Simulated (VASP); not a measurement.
# KI (Fm-3m) in VASP: relaxation of cell and atoms with PBEsol

Aim: the relaxation of cell and atoms of KI with PBEsol.

Program: VASP 6.6.1. These are calculated values, not measurements. Logs are shortened: lines on timing, memory, paths and dates and some standing lists are left out, and cuts for length are marked.

## (1) The cell of the first run

The structure is cubic, space group Fm-3m (No. 225). Conventional cell: a = 7.066 Å, b = 7.066 Å, c = 7.066 Å, α = 90.00°, β = 90.00°, γ = 90.00°. Within 4.6 Å of K (site symmetry m-3m) lie 6 I at 3.53 Å. I (site symmetry m-3m) has 6 K at 3.53 Å within 4.6 Å.

## (2) Relaxation of cell and atoms, PBEsol

INCAR reads:

```
SYSTEM = KI
  ALGO = Normal
  EDIFF = 1E-7
  EDIFFG = -0.01
  ENCUT = 500
  GGA = PS
  GGA_COMPAT = .False.
  IBRION = 2
  ISIF = 3
  ISMEAR = -1
  LASPH = .True.
  LCHARG = .False.
  LREAL = .False.
  LWAVE = .False.
  NELM = 120
  NELMIN = 4
  NSW = 80
  PREC = Accurate
  SIGMA = 0.02
```

KPOINTS reads:

```
k-points
0
Gamma
  7 7 7
  0 0 0
```

POSCAR reads:

```
KI
1.0
    0.0000000000      3.5327750000      3.5327750000
    3.5327750000      0.0000000000      3.5327750000
    3.5327750000      3.5327750000      0.0000000000
K I
1 1
Direct
    0.0000000000      0.0000000000      0.0000000000
    0.5000000000      0.5000000000      0.5000000000
```

Potentials or basis: VASP PAW PBE potentials, release 64 (K_sv, I).

Launch:

```bash
$ cat potpaw_PBE.64/K_sv/POTCAR potpaw_PBE.64/I/POTCAR > POTCAR
$ mpirun -np 1 vasp_std > vasp.out
```

OUTCAR:

```text
SYSTEM = KI
   EDIFF = 1E-7
   EDIFFG = -0.01
   ENCUT = 500
   GGA = PS
   IBRION = 2
   ISIF = 3
   ISMEAR = -1
   LASPH = .True.
   LREAL = .False.
   NELM = 120
   NELMIN = 4
   NSW = 80
   PREC = Accurate

 ion  position               nearest neighbor table
   1  0.000  0.000  0.000-   2 3.53   2 3.53   2 3.53   2 3.53   2 3.53   2 3.53
   2  0.500  0.500  0.500-   1 3.53   1 3.53   1 3.53   1 3.53   1 3.53   1 3.53

  LATTYP: Found a face centered cubic cell.
 ALAT       =     7.0655500000

  Lattice vectors:

 A1 = (   0.0000000000,   3.5327750000,   3.5327750000)
 A2 = (   3.5327750000,   0.0000000000,   3.5327750000)
 A3 = (   3.5327750000,   3.5327750000,   0.0000000000)

Analysis of symmetry for initial positions (statically):
=====================================================================
 Subroutine PRICEL returns:
 Original cell was already a primitive cell.

 Routine SETGRP: Setting up the symmetry group for a
 face centered cubic supercell.

 Subroutine GETGRP returns: Found 48 space group operations
 (whereof 48 operations were pure point group operations)
 out of a pool of 48 trial point group operations.

The static configuration has the point symmetry O_h .

Analysis of symmetry for dynamics (positions and initial velocities):
=====================================================================
 Subroutine PRICEL returns:
 Original cell was already a primitive cell.

 Routine SETGRP: Setting up the symmetry group for a
 face centered cubic supercell.

 Subroutine GETGRP returns: Found 48 space group operations
 (whereof 48 operations were pure point group operations)
 out of a pool of 48 trial point group operations.

The dynamic configuration has the point symmetry O_h .

 Subroutine INISYM returns: Found 48 space group operations
 (whereof 48 operations are pure point group operations),
 and found     1 'primitive' translations

----------------------------------------------------------------------------------------

                                     Primitive cell

  volume of cell :      88.1816

  direct lattice vectors                    reciprocal lattice vectors
     0.000000000  3.532775000  3.532775000    -0.141531799  0.141531799  0.141531799
     3.532775000  0.000000000  3.532775000     0.141531799 -0.141531799  0.141531799
     3.532775000  3.532775000  0.000000000     0.141531799  0.141531799 -0.141531799

  length of vectors
     4.996098318  4.996098318  4.996098318     0.245140266  0.245140266  0.245140266

  position of ions in fractional coordinates (direct lattice)
     0.000000000  0.000000000  0.000000000
     0.500000000  0.500000000  0.500000000

  ion indices of the primitive-cell ions
   primitive index   ion index
                 1           1
                 2           2

----------------------------------------------------------------------------------------

 KPOINTS: k-points

Automatic generation of k-mesh.
 Grid dimensions read from file:
 generate k-points for:    7    7    7

 Generating k-lattice:

  Cartesian coordinates                     Fractional coordinates (reciprocal lattice)
    -0.020218828  0.020218828  0.020218828     0.142857143  0.000000000  0.000000000
     0.020218828 -0.020218828  0.020218828     0.000000000  0.142857143  0.000000000
     0.020218828  0.020218828 -0.020218828     0.000000000  0.000000000  0.142857143

  Length of vectors
     0.035020038  0.035020038  0.035020038

  Shift w.r.t. Gamma in fractional coordinates (k-lattice)
     0.000000000  0.000000000  0.000000000

 Subroutine IBZKPT returns following result:
 ===========================================

 Found     20 irreducible k-points:

 Following reciprocal coordinates:
            Coordinates               Weight
  0.000000  0.000000  0.000000      1.000000
  0.142857  0.000000  0.000000      8.000000
  0.285714  0.000000  0.000000      8.000000
  0.428571  0.000000  0.000000      8.000000
  0.142857  0.142857  0.000000      6.000000
  0.285714  0.142857  0.000000     24.000000
[... 12 lines left out ...]
 -0.428571  0.428571  0.142857     24.000000
 -0.285714  0.428571  0.142857     24.000000
   k-points           NKPTS =     20   k-points in BZ     NKDIM =     20   number of bands    NBANDS=     12
   number of dos      NEDOS =    301   number of ions     NIONS =      2
   total plane-waves  NPLWV =  46656
   dimension x,y,z NGX =    36 NGY =   36 NGZ =   36
   dimension x,y,z NGXF=    72 NGYF=   72 NGZF=   72
   ions per type =               1   1
   NGX,Y,Z   is equivalent  to a cutoff of  11.98, 11.98, 11.98 a.u.
   NGXF,Y,Z  is equivalent  to a cutoff of  23.96, 23.96, 23.96 a.u.
 SYSTEM =  KI
   PREC   = accura    normal or accurate (medium, high low for compatibility)
   ISTART =      0    job   : 0-new  1-cont  2-samecut
   ICHARG =      2    charge: 1-file 2-atom 10-const
   ISPIN  =      1    spin polarized calculation?
   LNONCOLLINEAR =      F non collinear calculations
   LSORBIT =      F    spin-orbit coupling
   LASPH  =      T    aspherical Exc in radial PAW
   ENCUT  =  500.0 eV  36.75 Ry    6.06 a.u.   9.11  9.11  9.11*2*pi/ulx,y,z
   NELM   =    120;   NELMIN=  4; NELMDL= -5     # of ELM steps
   EDIFF  = 0.1E-06   stopping-criterion for ELM
   LREAL  =      F    real-space projection
   EDIFFG = -.1E-01   stopping-criterion for IOM
   NSW    =     80    number of steps for IOM
   IBRION =      2    ionic relax: 0-MD 1-quasi-New 2-CG
   NFREE  =      1    steps in history (QN), initial steepest desc. (CG)
   ISIF   =      3    stress and relaxation
   ISYM   =      2    0-nonsym 1-usesym 2-fastsym
   POTIM  = 0.5000    time-step for ionic-motion
   TEBEG  =    0.0;   TEEND  =   0.0 temperature during run
   PSTRESS=    0.0 pullay stress
   NELECT =      16.0000    total number of electrons
   NUPDOWN=      -1.0000    fix difference up-down
   EMIN   =  10.00;   EMAX   =-10.00  energy-range for DOS
   EFERMI =   0.00;   METHOD = LEGACY
   ISMEAR =    -1;   SIGMA  =   0.02  broadening in eV -4-tet -1-fermi 0-gaus
   EFERMI_NEDOS =   21; number of points for ismear=-14 and -15
   IALGO  =     38    algorithm
   IMIX   =      4    mixing-type and parameters
     AMIX     =   0.40;   BMIX     =  1.00
     AMIX_MAG =   1.60;   BMIX_MAG =  1.00
  volume/ion in A,a.u.               =      44.09       297.54
  Fermi-wavevector in a.u.,A,eV,Ry     =   0.926806  1.751409 11.686988  0.858969
  Thomas-Fermi vector in A             =   2.052808
   LORBIT       =      0    0 simple, 1 ext, 2 COOP (PROOUT), +10 PAW based schemes
   GGA     = PS    functional components
   LHFCALC =     F    Hartree Fock is set to
   AEXX    =    0.0000 exact exchange contribution
   IVDW    =     0    specifies the selected vdW correction
   LEPSILON=     F    determine dielectric tensor
   LRPA    =     F    only Hartree local field effects (RPA)
 conjugate gradient relaxation of ions
 non-spin polarized calculation
  energy-cutoff  :      500.00
  volume of cell :       88.18
 maximum number of plane-waves:      2251
   NGX = 19   NGY = 19   NGZ = 19

--------------------------------------- Ionic step        1  -------------------------------------------

 number of electron      16.0000000 magnetization

 Free energy of the ion-electron system (eV)
  ---------------------------------------------------
  ext. energy  EPLUGINS =         0.00000000
  ---------------------------------------------------
  free energy    TOTEN  =        -5.81460981 eV

  energy without entropy =       -5.81460981  energy(sigma->0) =       -5.81460981

------------------------ aborting loop because EDIFF is reached ----------------------------------------

  FORCE on cell =-STRESS in cart. coord.  units (eV):
  Direction    XX          YY          ZZ          XY          YZ          ZX
  --------------------------------------------------------------------------------------
  -------------------------------------------------------------------------------------
  Total       -0.1392136     -0.1392136     -0.1392136      0.0000000      0.0000000     -0.0000000
  in kB       -2.5293814     -2.5293814     -2.5293814      0.0000000      0.0000000     -0.0000000
  external PRESSURE =      -2.5293814 kB  Pullay stress =       0.0000000 kB

 VOLUME and BASIS-vectors are now :
 -----------------------------------------------------------------------------
  energy-cutoff  :      500.00
  volume of cell :       88.18
      direct lattice vectors                 reciprocal lattice vectors
     0.000000000  3.532775000  3.532775000    -0.141531799  0.141531799  0.141531799
     3.532775000  0.000000000  3.532775000     0.141531799 -0.141531799  0.141531799
     3.532775000  3.532775000  0.000000000     0.141531799  0.141531799 -0.141531799

 POSITION                                       TOTAL-FORCE (eV/Angst)
 -----------------------------------------------------------------------------------
      0.00000      0.00000      0.00000        -0.000000      0.000000      0.000000
      3.53277      3.53277      3.53277         0.000000     -0.000000     -0.000000
 -----------------------------------------------------------------------------------
    total drift:                                0.000000      0.000000      0.000000

  FREE ENERGIE OF THE ION-ELECTRON SYSTEM (eV)
  ---------------------------------------------------
  free  energy   TOTEN  =        -5.8146098074 eV

  energy  without entropy=       -5.8146098074  energy(sigma->0) =       -5.81460981

--------------------------------------- Ionic step        2  -------------------------------------------

 number of electron      15.9999998 magnetization

 E-fermi :  -0.0308     XC(G=0):  -7.3829

 val. band max:       -0.4564622501   @ k =   0.0000   0.0000   0.0000
 cond. band min:       3.3790064261   @ k =   0.0000   0.0000   0.0000
 fundamental gap:      3.8354686762
 Fermi energy:        -0.0307590768

 k-point     1 :       0.0000    0.0000    0.0000
  band No.  band energies     occupation
      1     -28.7648      2.00000
      2     -12.3185      2.00000
      3     -12.3185      2.00000
      4     -12.3185      2.00000
      5     -11.0091      2.00000
      6      -0.4565      2.00000
      7      -0.4565      2.00000
      8      -0.4565      2.00000
      9       3.3790      0.00000
     10       5.9665      0.00000
     11       5.9665      0.00000
     12       5.9665      0.00000

 k-point     2 :       0.1429    0.0000    0.0000
  band No.  band energies     occupation
      1     -28.7644      2.00000
      2     -12.3558      2.00000
      3     -12.3190      2.00000
      4     -12.3190      2.00000
      5     -10.9470      2.00000
      6      -0.7974      2.00000
      7      -0.5283      2.00000
      8      -0.5283      2.00000
      9       3.8742      0.00000
     10       5.8746      0.00000
     11       6.1877      0.00000
     12       6.1877      0.00000
[... 290 lines left out ...]
 POSITION                                       TOTAL-FORCE (eV/Angst)
 -----------------------------------------------------------------------------------
      7.04182      3.52091      3.52091        -0.000000     -0.000000     -0.000000
      3.52091      3.52091      3.52091         0.000000      0.000000      0.000000
 -----------------------------------------------------------------------------------
    total drift:                                0.000000      0.000000      0.000000

  FREE ENERGIE OF THE ION-ELECTRON SYSTEM (eV)
  ---------------------------------------------------
  free  energy   TOTEN  =        -5.8157017218 eV

  energy  without entropy=       -5.8157017218  energy(sigma->0) =       -5.81570172

--------------------------------------- Ionic step        3  -------------------------------------------

 number of electron      15.9999997 magnetization

 Free energy of the ion-electron system (eV)
  ---------------------------------------------------
  ext. energy  EPLUGINS =         0.00000000
  ---------------------------------------------------
  free energy    TOTEN  =        -5.81615952 eV

  energy without entropy =       -5.81615952  energy(sigma->0) =       -5.81615952

 E-fermi :   0.0602     XC(G=0):  -7.4303

 val. band max:       -0.3956764939   @ k =   0.0000   0.0000   0.0000
 cond. band min:       3.4647434859   @ k =   0.0000   0.0000   0.0000
 fundamental gap:      3.8604199798
 Fermi energy:         0.0602277807

 k-point     1 :       0.0000    0.0000    0.0000
  band No.  band energies     occupation
      1     -28.6843      2.00000
      2     -12.2398      2.00000
      3     -12.2398      2.00000
      4     -12.2398      2.00000
      5     -10.9665      2.00000
      6      -0.3957      2.00000
      7      -0.3957      2.00000
      8      -0.3957      2.00000
      9       3.4647      0.00000
     10       6.0205      0.00000
     11       6.0205      0.00000
     12       6.0205      0.00000

 k-point     2 :       0.1429    0.0000    0.0000
  band No.  band energies     occupation
      1     -28.6839      2.00000
      2     -12.2802      2.00000
      3     -12.2403      2.00000
      4     -12.2403      2.00000
      5     -10.9004      2.00000
      6      -0.7440      2.00000
      7      -0.4698      2.00000
      8      -0.4698      2.00000
      9       3.9655      0.00000
     10       5.9309      0.00000
     11       6.2442      0.00000
     12       6.2442      0.00000
[... 290 lines left out ...]
 POSITION                                       TOTAL-FORCE (eV/Angst)
 -----------------------------------------------------------------------------------
      0.00000      0.00000      0.00000         0.000000     -0.000000     -0.000000
      3.50734      3.50734      3.50734         0.000000      0.000000      0.000000
 -----------------------------------------------------------------------------------
    total drift:                                0.000000      0.000000      0.000000

  FREE ENERGIE OF THE ION-ELECTRON SYSTEM (eV)
  ---------------------------------------------------
  free  energy   TOTEN  =        -5.8161595176 eV

  energy  without entropy=       -5.8161595176  energy(sigma->0) =       -5.81615952

 reached required accuracy - stopping structural energy minimisation
```

It took 1.7 min on 1 thread of Intel Xeon 8259CL, shared host; peak memory 0.22 GiB.

Results:

```yaml
Free_energy: -5.8162 eV
Relaxed_volume: 43.15 Å³/atom
Relaxed_cell: a = 4.960 Å, b = 4.960 Å, c = 4.960 Å, α = 60.00°, β = 60.00°, γ = 60.00°
Space_group_after_relaxing_to_0.1_Å: Fm-3m (No. 225)
Energy_gained_by_relaxing: 0.8 meV/atom
Ionic_steps: 3
Pressure_after_relaxing: 0.0 GPa
Band_gap_on_the_k_mesh: 3.86 eV
```

Step by step:
```csv
step,energy change (eV),largest force (eV/Å),pressure (GPa),volume (Å³)
1,0.0000,0.0000,-0.25,88.18
2,-0.0011,0.0000,-0.14,87.30
3,-0.0015,0.0000,0.00,86.29
```

Final structure:
```
K I
1.0
     0.00000    3.50734    3.50734
     3.50734    0.00000    3.50734
     3.50734    3.50734    0.00000
K I
1 1
Direct
  0.00000 0.00000 0.00000
  0.50000 0.50000 0.50000
```

Caveat: the PAW data sets were made with another functional, which shifts forces and pressure a little; spin-orbit coupling is left out, which moves the levels of the heavy elements.
